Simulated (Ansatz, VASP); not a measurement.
# Mo: VASP beside Ansatz

File INCAR:

```
SYSTEM = Mo
PREC = Accurate ; ENCUT = 520
EDIFF = 1E-7 ; ISMEAR = 0
SIGMA = 0.15 ; LREAL = .FALSE.
LASPH = .TRUE. ; NELM = 100
ALGO = Fast ; ISIF = 2
LWAVE = .FALSE. ; LCHARG = .FALSE.
GGA = PE ; NBANDS = 21
```

Contents of KPOINTS:

```
Automatic mesh
0
G
  24 24 14
  0 0 0
```

File POSCAR:

```
Mo
1.0
   -1.5802194352      1.5802194352      1.5802194352
    1.5802194352     -1.5802194352      1.5802194352
    3.1604388703      3.1604388703      0.0000000000
Mo
2
Direct
   -0.0167802672      0.0167802672      0.0000000000
    0.5167802672      0.4832197328      0.5000000000
```

Input for Ansatz:

```yaml
crystal:
  lattice:
    - [-1.5802194352, 1.5802194352, 1.5802194352]
    - [1.5802194352, -1.5802194352, 1.5802194352]
    - [3.1604388703, 3.1604388703, 0.0]
  atoms:
    - { symbol: Mo, position: [-0.0167802672, 0.0167802672, 0.0] }
    - { symbol: Mo, position: [0.5167802672, 0.4832197328, 0.5] }
basis:
  ecutwfc: 420
kpoints:
  mp_grid: { grid: [24, 24, 14] }
hamiltonian:
  xc: pbe
scf:
  occupations: { method: gaussian, width: 0.15 }
output:
  forces: true
  stress: true
  eigenvalues: true
  write_density: true
  write_potential: true
  elf: true
  volumetric_format: npy
```

Change from the starting cell: mode 5 (192.3 1/cm) frozen in, largest displacement +0.075 Å.

Alike in both runs: task single point; functional PBE; k mesh 24 × 24 × 14; occupations gaussian, width 0.15 eV; no spin polarisation.

|  | VASP | Ansatz |
| --- | --- | --- |
| version | VASP 6.6.1 | Ansatz 0.2.0 |
| potentials or method | VASP PAW PBE potentials, release 64 (Mo_sv), cutoff 520 eV | scalar-relativistic, plane waves, PAW |
| valence electrons in the cell | 28 | 28 |

```csv
,VASP,Ansatz,Ansatz less VASP
gap on the k mesh at the Fermi level (eV),none,none,-
pressure (GPa),1.0,0.5,-0.51
"traceless stress, the component that is largest in VASP (GPa)",1.51,1.51,+0.001
rms of the force components (eV/Å),0.533,0.534,+0.0007
```

Atom by atom the forces differ by 0.001 eV/Å (rms over components). A gap of «none» marks a metal or a gap that the smearing closes.
